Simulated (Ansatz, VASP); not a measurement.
# Two plane-wave programs on AlCu3

```xyz
4
Lattice="0.0000 2.8839 2.8839 2.8839 0.0000 2.8839 2.8839 2.8839 0.0000" Properties=species:S:1:pos:R:3 pbc="T T T"
Al    0.0000    0.0000    0.0000
Cu    2.8839    2.8839    2.8839
Cu    1.4419    1.4419    1.4419
Cu    4.3258    4.3258    4.3258
```

Alike in both runs: functional PBEsol; k mesh 11 × 11 × 11; occupations fermi-dirac, width 0.05 eV; no spin polarisation.

Ansatz relaxed the structure, and its values are those at the end. VASP's run is a single point on that final structure, the one shown.

|  | VASP | Ansatz |
| --- | --- | --- |
| version | VASP 6.6.1 | Ansatz 0.2.0 |
| potentials or method | VASP PAW PBE potentials, release 64 (Al, Cu) | PAW with Ansatz's default frozen-core files, scalar-relativistic |
| plane-wave cutoff (eV) | 520 | 420 |
| valence electrons in the cell | 36 | 60 |

|  | VASP | Ansatz | Ansatz less VASP |
| --- | --- | --- | --- |
| pressure (GPa) | 0.7 | 0.0 | -0.72 |

VASP's potentials were made for PBE, not for PBEsol. VASP's potentials hold 36 valence electrons a cell and Ansatz's 60, so a difference there can come from the potentials and not from the codes.
